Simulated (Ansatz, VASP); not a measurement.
# Two plane-wave programs on SiO3

The input INCAR:

```
  ALGO = Normal
  EDIFF = 1E-7
  EDIFFG = -0.08
  ENCUT = 600
  GGA = PE
  GGA_COMPAT = False
  IBRION = 2
  ISIF = 3
  ISMEAR = 0
  LASPH = True
  LCHARG = False
  LREAL = False
  LWAVE = False
  NELM = 120
  NELMIN = 4
  NSW = 36
  PREC = Accurate
  SIGMA = 0.2
```

File KPOINTS:

```
k-points
0
Gamma
  5 5 5
```

POSCAR

```
SiO3
1.0
    3.5928336100      0.0000000000      0.0000000000
    0.0000000000      3.5928336100      0.0000000000
    0.0000000000      0.0000000000      3.5928336100
Si O
1 3
Direct
    0.0000000000      0.0000000000      0.0000000000
    0.0000000000      0.5000000000      0.5000000000
    0.5000000000      0.0000000000      0.5000000000
    0.5000000000      0.5000000000      0.0000000000
```

Input for Ansatz:

```yaml
crystal:
  lattice:
    - [3.59283361, 0.0, 0.0]
    - [0.0, 3.59283361, 0.0]
    - [0.0, 0.0, 3.59283361]
  atoms:
    - { symbol: Si, position: [0.0, 0.0, 0.0] }
    - { symbol: O, position: [0.0, 0.5, 0.5] }
    - { symbol: O, position: [0.5, 0.0, 0.5] }
    - { symbol: O, position: [0.5, 0.5, 0.0] }
basis:
  ecutwfc: 420
kpoints:
  mp_grid: { grid: [5, 5, 5] }
hamiltonian:
  xc: pbe
scf:
  occupations: { method: gaussian, width: 0.2 }
  lower_state_search: "off"
output:
  forces: true
  stress: true
  eigenvalues: true
relax:
  adjacent_minimum: "off"
  f_tol: 0.08
  max_steps: 16
  cell: { stress_tol: 0.8 }
```

Alike in both runs: task relaxation of cell and atoms; functional PBE; k mesh 5 × 5 × 5; occupations gaussian, width 0.2 eV; no spin polarisation.

```csv
,VASP,Ansatz
version,VASP 6.6.1,Ansatz 0.2.0
potentials or method,"VASP PAW PBE potentials, release 64 (Si, O), cutoff 600 eV","scalar-relativistic, plane waves, PAW"
valence electrons in the cell,22,22
```

Ansatz gave:

```
gap on the k mesh at the Fermi level, each at its own relaxed structure (eV) : none
relaxed volume (Å³/atom)                                                     : 8.43
relaxed cell length with the largest relative difference (Å)                 : 3.231
```

Estimate VASP's values.

gap on the k mesh at the Fermi level, each at its own relaxed structure (eV): none; relaxed volume (Å³/atom): 8.42; relaxed cell length with the largest relative difference (Å): 3.230.

A gap of «none» marks a metal or a gap that the smearing closes.

Noted on VASP's run: the volume moved by over 15 % at a fixed basis, so the end points are rough.
